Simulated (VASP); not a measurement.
# BN (Cm) in VASP: further runs

The runs below take BN through single point, with r2SCAN.

Program: VASP 6.6.1. These are calculated values, not measurements. Logs are shortened: lines on timing, memory, paths and dates and some standing lists are left out, and cuts for length are marked.

### 1 The cell of the first run

The structure is monoclinic, space group Cm (No. 8). Conventional cell: a = 4.441 Å, b = 2.564 Å, c = 2.564 Å, α = 90.00°, β = 125.26°, γ = 90.00°. B (site symmetry m) has 4 N at 1.47 to 1.67 Å within 2.0 Å. Within 2.0 Å of N (site symmetry m) lie 4 B at 1.47 to 1.67 Å.

### 2 Single point, r2SCAN (all N atoms moved +0.125 Å, as atom 2 along Cartesian [1 1 0])

Contents of POSCAR:

```
BN
1.0
    0.0000000000      1.8130010000      1.8130010000
    1.8130010000      0.0000000000      1.8130010000
    1.8130010000      1.8130010000      0.0000000000
B N
1 1
Direct
    0.0000000000      0.0000000000      0.0000000000
    0.7500000000      0.7500000000      0.7987525090
```

Contents of INCAR.step1:

```
SYSTEM = BN
ALGO = Normal
EDIFF = 1E-4
ENCUT = 520
GGA = PE
ISMEAR = 0
LASPH = .TRUE.
LCHARG = .FALSE.
LREAL = .FALSE.
LWAVE = .TRUE.
NBANDS = 11
NELM = 80
PREC = Accurate
SIGMA = 0.05
```

Contents of INCAR.step2:

```
SYSTEM = BN
ALGO = Normal
EDIFF = 1E-6
ENCUT = 520
ISIF = 2
ISMEAR = 0
ISTART = 1
LASPH = .TRUE.
LCHARG = .TRUE.
LELF = .TRUE.
LMIXTAU = .TRUE.
LREAL = .FALSE.
LVHAR = .TRUE.
LWAVE = .FALSE.
METAGGA = R2SCAN
NBANDS = 11
NELM = 80
PREC = Accurate
SIGMA = 0.05
```

Contents of KPOINTS:

```
k-points
0
G
  12 12 12
  0 0 0
```

Potentials or basis: VASP PAW PBE potentials, release 64 (B, N).

The run is started by

```bash
$ cat potpaw_PBE.64/B/POTCAR potpaw_PBE.64/N/POTCAR > POTCAR
$ cp INCAR.step1 INCAR
$ mpirun -np 1 vasp_std > vasp.out
$ cp INCAR.step2 INCAR
$ mpirun -np 1 vasp_std > vasp.out
```

OUTCAR:

```text
SYSTEM = BN
   EDIFF = 1E-6
   ENCUT = 520
   ISIF = 2
   ISMEAR = 0
   ISTART = 1
   LASPH = .TRUE.
   LREAL = .FALSE.
   METAGGA = R2SCAN
   NELM = 80
   PREC = Accurate

 ion  position               nearest neighbor table
   1  0.000  0.000  0.000-   2 1.47   2 1.58   2 1.58   2 1.67
   2  0.750  0.750  0.799-   1 1.47   1 1.58   1 1.58   1 1.67

  LATTYP: Found a face centered cubic cell.
 ALAT       =     3.6260020000

  Lattice vectors:

 A1 = (   0.0000000000,   1.8130010000,   1.8130010000)
 A2 = (   1.8130010000,   0.0000000000,   1.8130010000)
 A3 = (   1.8130010000,   1.8130010000,   0.0000000000)

Analysis of symmetry for initial positions (statically):
=====================================================================
 Subroutine PRICEL returns:
 Original cell was already a primitive cell.

 Routine SETGRP: Setting up the symmetry group for a
 face centered cubic supercell.

 Subroutine GETGRP returns: Found  2 space group operations
 (whereof  2 operations were pure point group operations)
 out of a pool of 48 trial point group operations.

The static configuration has the point symmetry C_1h.

Analysis of symmetry for dynamics (positions and initial velocities):
=====================================================================
 Subroutine PRICEL returns:
 Original cell was already a primitive cell.

 Routine SETGRP: Setting up the symmetry group for a
 face centered cubic supercell.

 Subroutine GETGRP returns: Found  2 space group operations
 (whereof  2 operations were pure point group operations)
 out of a pool of 48 trial point group operations.

The dynamic configuration has the point symmetry C_1h.

 Subroutine INISYM returns: Found  2 space group operations
 (whereof  2 operations are pure point group operations),
 and found     1 'primitive' translations

----------------------------------------------------------------------------------------

                                     Primitive cell

  volume of cell :      11.9186

  direct lattice vectors                    reciprocal lattice vectors
     0.000000000  1.813001000  1.813001000    -0.275785838  0.275785838  0.275785838
     1.813001000  0.000000000  1.813001000     0.275785838 -0.275785838  0.275785838
     1.813001000  1.813001000  0.000000000     0.275785838  0.275785838 -0.275785838

  length of vectors
     2.563970603  2.563970603  2.563970603     0.477675083  0.477675083  0.477675083

  position of ions in fractional coordinates (direct lattice)
     0.000000000  0.000000000  0.000000000
     0.750000000  0.750000000  0.798752509

  ion indices of the primitive-cell ions
   primitive index   ion index
                 1           1
                 2           2

----------------------------------------------------------------------------------------

 KPOINTS: k-points

Automatic generation of k-mesh.
 Grid dimensions read from file:
 generate k-points for:   12   12   12

 Generating k-lattice:

  Cartesian coordinates                     Fractional coordinates (reciprocal lattice)
    -0.022982153  0.022982153  0.022982153     0.083333333  0.000000000  0.000000000
     0.022982153 -0.022982153  0.022982153     0.000000000  0.083333333  0.000000000
     0.022982153  0.022982153 -0.022982153     0.000000000  0.000000000  0.083333333

  Length of vectors
     0.039806257  0.039806257  0.039806257

  Shift w.r.t. Gamma in fractional coordinates (k-lattice)
     0.000000000  0.000000000  0.000000000

 Subroutine IBZKPT returns following result:
 ===========================================

 Found    476 irreducible k-points:

 Following reciprocal coordinates:
            Coordinates               Weight
  0.000000  0.000000  0.000000      1.000000
  0.083333  0.000000  0.000000      4.000000
  0.000000  0.000000  0.083333      2.000000
  0.083333  0.083333  0.083333      2.000000
  0.166667  0.000000  0.000000      4.000000
  0.000000  0.000000  0.166667      2.000000
[... 16 lines left out ...]
  0.000000  0.166667  0.083333      4.000000
  0.083333  0.000000  0.166667      4.000000
 [... further k-points ...]
   k-points           NKPTS =    476   k-points in BZ     NKDIM =    476   number of bands    NBANDS=     11
   number of dos      NEDOS =    301   number of ions     NIONS =      2
   total plane-waves  NPLWV =   8000
   dimension x,y,z NGX =    20 NGY =   20 NGZ =   20
   dimension x,y,z NGXF=    40 NGYF=   40 NGZF=   40
   ions per type =               1   1
   NGX,Y,Z   is equivalent  to a cutoff of  12.97, 12.97, 12.97 a.u.
   NGXF,Y,Z  is equivalent  to a cutoff of  25.94, 25.94, 25.94 a.u.
 SYSTEM =  BN
   PREC   = accura    normal or accurate (medium, high low for compatibility)
   ISTART =      1    job   : 0-new  1-cont  2-samecut
   ICHARG =      0    charge: 1-file 2-atom 10-const
   ISPIN  =      1    spin polarized calculation?
   LNONCOLLINEAR =      F non collinear calculations
   LSORBIT =      F    spin-orbit coupling
   LASPH  =      T    aspherical Exc in radial PAW
   ENCUT  =  520.0 eV  38.22 Ry    6.18 a.u.   4.77  4.77  4.77*2*pi/ulx,y,z
   NELM   =     80;   NELMIN=  2; NELMDL=  0     # of ELM steps
   EDIFF  = 0.1E-05   stopping-criterion for ELM
   LREAL  =      F    real-space projection
   EDIFFG = 0.1E-04   stopping-criterion for IOM
   NSW    =      0    number of steps for IOM
   IBRION =     -1    ionic relax: 0-MD 1-quasi-New 2-CG
   NFREE  =      0    steps in history (QN), initial steepest desc. (CG)
   ISIF   =      2    stress and relaxation
   ISYM   =      2    0-nonsym 1-usesym 2-fastsym
   POTIM  = 0.5000    time-step for ionic-motion
   TEBEG  =    0.0;   TEEND  =   0.0 temperature during run
   PSTRESS=    0.0 pullay stress
   NELECT =       8.0000    total number of electrons
   NUPDOWN=      -1.0000    fix difference up-down
   EMIN   =  10.00;   EMAX   =-10.00  energy-range for DOS
   EFERMI =   0.00;   METHOD = LEGACY
   ISMEAR =     0;   SIGMA  =   0.05  broadening in eV -4-tet -1-fermi 0-gaus
   EFERMI_NEDOS =   21; number of points for ismear=-14 and -15
   IALGO  =     38    algorithm
   IMIX   =      4    mixing-type and parameters
     AMIX     =   0.40;   BMIX     =  1.00
     AMIX_MAG =   1.60;   BMIX_MAG =  1.00
  volume/ion in A,a.u.               =       5.96        40.22
  Fermi-wavevector in a.u.,A,eV,Ry     =   1.433387  2.708709 27.954506  2.054598
  Thomas-Fermi vector in A             =   2.552911
   LORBIT       =      0    0 simple, 1 ext, 2 COOP (PROOUT), +10 PAW based schemes
   METAGGA = R2SCAN    functional components
   LHFCALC =     F    Hartree Fock is set to
   AEXX    =    0.0000 exact exchange contribution
   IVDW    =     0    specifies the selected vdW correction
   LEPSILON=     F    determine dielectric tensor
   LRPA    =     F    only Hartree local field effects (RPA)
 non-spin polarized calculation
 Gauss-broadening in eV      SIGMA  =   0.05
  energy-cutoff  :      520.00
  volume of cell :       11.92
 maximum number of plane-waves:       332
   NGX =  9   NGY =  9   NGZ =  9

 number of electron       7.9999999 magnetization

 Free energy of the ion-electron system (eV)
  ---------------------------------------------------
  ext. energy  EPLUGINS =         0.00000000
  ---------------------------------------------------
  free energy    TOTEN  =       -18.98582668 eV

  energy without entropy =      -18.98582668  energy(sigma->0) =      -18.98582668

 E-fermi :   8.3376     XC(G=0): -13.5957

 val. band max:        8.0863802873   @ k =   0.0000   0.0000   0.0000
 cond. band min:      11.8939145107   @ k =   0.5000   0.5000   0.0000
 fundamental gap:      3.8075342234
 Fermi energy:         8.3376170430

 k-point     1 :       0.0000    0.0000    0.0000
  band No.  band energies     occupation
      1     -14.0682      2.00000
      2       5.8723      2.00000
      3       7.2054      2.00000
      4       8.0864      2.00000
      5      16.0362      0.00000
      6      16.4700      0.00000
      7      17.4754      0.00000
      8      18.2784      0.00000
      9      32.9195      0.00000
     10      35.7098      0.00000
     11      35.7849      0.00000

 k-point     2 :       0.0833    0.0000    0.0000
  band No.  band energies     occupation
      1     -13.8950      2.00000
      2       5.4958      2.00000
      3       6.5387      2.00000
      4       7.8538      2.00000
      5      16.0939      0.00000
      6      16.7614      0.00000
      7      17.9036      0.00000
      8      18.8294      0.00000
      9      32.5946      0.00000
     10      33.5725      0.00000
     11      33.9237      0.00000

 k-point     3 :       0.0000    0.0000    0.0833
  band No.  band energies     occupation
      1     -13.8932      2.00000
      2       5.6901      2.00000
      3       7.0401      2.00000
      4       7.0567      2.00000
      5      16.4735      0.00000
      6      16.6433      0.00000
      7      17.8199      0.00000
      8      18.6414      0.00000
      9      32.7251      0.00000
     10      33.8995      0.00000
     11      34.0379      0.00000

 k-point     4 :       0.0833    0.0833    0.0833
  band No.  band energies     occupation
      1     -13.8971      2.00000
      2       5.1119      2.00000
      3       6.9747      2.00000
      4       7.8574      2.00000
      5      16.2756      0.00000
      6      16.8790      0.00000
      7      17.3206      0.00000
      8      19.1507      0.00000
      9      32.6119      0.00000
     10      33.3838      0.00000
     11      33.4793      0.00000
[... 239 lines left out ...]
 k-point    22 :       0.1667    0.0833    0.0000
  band No.  band energies     occupation
      1     -13.4395      2.00000
      2       4.3206      2.00000
      3       5.6873      2.00000
      4       7.0628      2.00000
      5      15.9585      0.00000
      6      17.7855      0.00000
      7      18.5156      0.00000
      8      20.1137      0.00000
      9      29.2746      0.00000
     10      33.7592      0.00000
     11      34.7770      0.00000

 k-point    23 :       0.0000    0.1667    0.0833
  band No.  band energies     occupation
      1     -13.4396      2.00000
      2       4.3067      2.00000
      3       5.4383      2.00000
      4       7.3636      2.00000
      5      15.9651      0.00000
      6      17.4298      0.00000
      7      18.9431      0.00000
      8      20.1217      0.00000
      9      29.2092      0.00000
     10      33.7576      0.00000
     11      34.5350      0.00000

 k-point    24 :       0.0833    0.0000    0.1667
  band No.  band energies     occupation
      1     -13.4346      2.00000
      2       4.7915      2.00000
      3       5.6071      2.00000
      4       6.5292      2.00000
      5      16.1809      0.00000
      6      17.7911      0.00000
      7      18.6474      0.00000
      8      19.6889      0.00000
      9      29.3740      0.00000
     10      33.9829      0.00000
     11      35.1449      0.00000

 [... further k-points ...]
[... 5 lines left out ...]
  --------------------------------------------------------------------------------------
  -------------------------------------------------------------------------------------
  Total        0.0000248      0.0000248      0.0737485      0.3563396      0.0521578      0.0521568
  in kB        0.0033304      0.0033304      9.9137892     47.9016582      7.0114179      7.0112801
  external PRESSURE =       3.3068167 kB  Pullay stress =       0.0000000 kB

 VOLUME and BASIS-vectors are now :
 -----------------------------------------------------------------------------
  energy-cutoff  :      520.00
  volume of cell :       11.92
      direct lattice vectors                 reciprocal lattice vectors
     0.000000000  1.813001000  1.813001000    -0.275785838  0.275785838  0.275785838
     1.813001000  0.000000000  1.813001000     0.275785838 -0.275785838  0.275785838
     1.813001000  1.813001000  0.000000000     0.275785838  0.275785838 -0.275785838

 POSITION                                       TOTAL-FORCE (eV/Angst)
 -----------------------------------------------------------------------------------
      0.00000      0.00000      0.00000         2.083998      2.083998      0.731047
      2.80789      2.80789      2.71950        -2.083998     -2.083998     -0.731047
 -----------------------------------------------------------------------------------
    total drift:                               -0.000103     -0.000103      0.000204

  FREE ENERGIE OF THE ION-ELECTRON SYSTEM (eV)
  ---------------------------------------------------
  free  energy   TOTEN  =       -18.9858266838 eV

  energy  without entropy=      -18.9858266838  energy(sigma->0) =      -18.98582668
```

It took 2.1 min on 1 thread of AMD EPYC 9R45 (Zen 5), shared host; peak memory 0.13 GiB.

Results:

```
Free energy            : -18.9858 eV
Pressure               : 0.3 GPa
Largest force          : 3.037 eV/Å
Band gap on the k mesh : 3.81 eV (least direct gap 7.95 eV)
```

Forces in eV/Å, atoms in the order of the input:
```
B    2.084  2.084  0.731
N   -2.084 -2.084 -0.731
```

Stress tensor (GPa, compression positive):
```
0.00 4.79 0.70
4.79 0.00 0.70
0.70 0.70 0.99
```

Caveat: the cell differs from its parent crystal (all N atoms moved +0.125 Å, as atom 2 along Cartesian [1 1 0]); the PAW data sets were made with another functional, which shifts forces and pressure a little. A k mesh can miss the band edges.

### 3 Single point, r2SCAN (all N atoms moved +0.062 Å, as atom 2 along Cartesian [1 1 0])

Changes to POSCAR since step 2:

```diff
@@ -9,2 +9,2 @@
     0.0000000000      0.0000000000      0.0000000000
-    0.7500000000      0.7500000000      0.7987525090
+    0.7500000000      0.7500000000      0.7743762545
```

Contents of INCAR.step1:

```
SYSTEM = BN
PREC = Accurate
ENCUT = 520
ISMEAR = 0
SIGMA = 0.05
LREAL = .FALSE.
LASPH = .TRUE.
NELM = 100
NBANDS = 11
GGA = PE
ALGO = Normal
EDIFF = 1E-4
LWAVE = .TRUE.
LCHARG = .FALSE.
```

Contents of INCAR.step2:

```
SYSTEM = BN
PREC = Accurate
ENCUT = 520
EDIFF = 1E-7
ISMEAR = 0
SIGMA = 0.05
LREAL = .FALSE.
LASPH = .TRUE.
NELM = 100
ALGO = Normal
ISIF = 2
LWAVE = .FALSE.
LCHARG = .FALSE.
METAGGA = R2SCAN
LMIXTAU = .TRUE.
NBANDS = 11
ISTART = 1
```

Contents of KPOINTS:

```
regular mesh
0
G
  12 12 12
  0 0 0
```

Potentials or basis: VASP PAW PBE potentials, release 64 (B, N).

The run is started by

```bash
$ cat potpaw_PBE.64/B/POTCAR potpaw_PBE.64/N/POTCAR > POTCAR
$ cp INCAR.step1 INCAR
$ mpirun -np 1 vasp_std > vasp.out
$ cp INCAR.step2 INCAR
$ mpirun -np 1 vasp_std > vasp.out
```

It took 2.5 min on 1 thread of AMD EPYC 9R45 (Zen 5), shared host; peak memory 0.14 GiB.

The run converged. Its results:

| Quantity | Value |
| --- | --- |
| Free energy | -19.1242 eV |
| Pressure | -3.0 GPa |
| Largest force | 1.490 eV/Å |
| Band gap on the k mesh | 4.38 eV (least direct gap 8.58 eV) |

Forces on the atoms (eV/Å):
```
B    1.046  1.046  0.183
N   -1.046 -1.046 -0.183
```

Stress tensor (GPa, compression positive):
```
-3.06  1.21  0.27
 1.21 -3.06  0.27
 0.27  0.27 -2.83
```

Levels at points of the mesh, in eV from the valence-band top:
| k point | band 2 | band 3 | band 4 | band 5 | band 6 | band 7 |
| --- | --- | --- | --- | --- | --- | --- |
| (0.00, 0.00, 0.00) | -1.14 | -0.51 | 0.00 | 8.58 | 8.91 | 9.42 |
| (0.50, 0.00, 0.00) | -11.53 | -3.01 | -2.03 | 9.70 | 10.35 | 11.88 |
| (0.00, 0.00, 0.50) | -11.38 | -2.94 | -2.34 | 10.05 | 10.19 | 11.30 |
| (0.50, 0.50, 0.50) | -11.69 | -2.70 | -2.16 | 10.00 | 10.72 | 11.59 |
| (0.50, 0.50, 0.00) | -9.81 | -5.58 | -5.53 | 4.38 | 9.12 | 18.58 |
| (0.00, 0.50, 0.50) | -9.80 | -5.78 | -5.38 | 4.41 | 9.18 | 18.29 |

Caveat: the cell differs from its parent crystal (all N atoms moved +0.062 Å, as atom 2 along Cartesian [1 1 0]); the PAW data sets were made with another functional, which shifts forces and pressure a little. A k mesh can miss the band edges.
